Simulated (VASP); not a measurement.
Wanted: the native input for a VASP 6.6.1 run.

* Task: single point
* Functional: PBE
* Potentials or basis: VASP PAW PBE potentials, release 64 (Zn, In_d, Ga_d, O)
* Cutoff: 520 eV
* k mesh: 9 × 9 × 9
* Occupations: gaussian, width 0.02 eV
* Spin: no spin polarisation
* Dipole correction: no
* Further INCAR settings: ALGO = Normal; EDIFF = 1e-07; NBANDS = 40

The structure of ZnInGaO4 lies in POSCAR:

```
ZnInGaO4
1.0
    1.6780216443      0.9688062480      8.7036035017
   -1.6780216443      0.9688062480      8.7036035017
    0.0000000000     -1.9376124961      8.7036035017
Zn In Ga O
1 1 1 4
Direct
    0.2188020121      0.2188020121      0.2188020121
    0.0030862939      0.0030862939      0.0030862939
    0.7870591759      0.7870591759      0.7870591759
    0.2952667551      0.2952667551      0.2952667551
    0.7112361375      0.7112361375      0.7112361375
    0.1210329735      0.1210329735      0.1210329735
    0.8635176521      0.8635176521      0.8635176521
```

These files were run (other wordings do the same):

INCAR

```
SYSTEM = ZnInGaO4
ALGO = Normal
EDIFF = 1E-7
ENCUT = 520
GGA = PE
ISIF = 2
ISMEAR = 0
LASPH = .True.
LCHARG = .True.
LELF = .True.
LREAL = .False.
LVHAR = .True.
LWAVE = .False.
NBANDS = 40
NELM = 100
PREC = Accurate
SIGMA = 0.02
```

KPOINTS

```
k-points
0
Gamma
  9 9 9
  0 0 0
```

Potentials or basis: VASP PAW PBE potentials, release 64 (Zn, In_d, Ga_d, O).

Launch:

```console
$ cat potpaw_PBE.64/Zn/POTCAR potpaw_PBE.64/In_d/POTCAR potpaw_PBE.64/Ga_d/POTCAR potpaw_PBE.64/O/POTCAR > POTCAR
$ mpirun -np 1 vasp_std > vasp.out
```

It gave:

The pressure is 0.7 GPa and the largest force is 0.019 eV/Å. The band gap on the k mesh is 1.10 eV.

Caveat: spin-orbit coupling is left out, which moves the levels of the heavy elements; an odd mesh through Γ misses points on the zone boundary, where band edges can lie.

Wall time 17 min on 1 thread of Intel(R) Xeon(R) 6975P-C (Granite Rapids) (shared host), peak memory 0.88 GiB.
